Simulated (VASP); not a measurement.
The system is Ta.

```xyz
1
Lattice="-1.6265 1.6265 1.6265 1.6265 -1.6265 1.6265 1.6265 1.6265 -1.6265" Properties=species:S:1:pos:R:3 pbc="T T T"
Ta    0.0000    0.0000    0.0000
```

Base run:

* Program: VASP 6.6.1
* Functional: LDA
* Potentials or basis: VASP PAW LDA potentials, release 64 (Ta_pv)
* Cutoff: 520 eV
* k mesh: 11 × 11 × 11
* Occupations: fermi-dirac, width 0.05 eV
* Spin: no spin polarisation

Its results: pressure 0.9 GPa.

Task: The run is repeated on the same cell with these changes: potentials or basis from VASP PAW LDA potentials, release 64 (Ta_pv) to VASP PAW LDA potentials, release 64 (Ta_sv_GW); cutoff from 520 eV to 500 eV; valence electrons from 11 to 13. What comes out?

Result: Pressure -0.7 GPa.
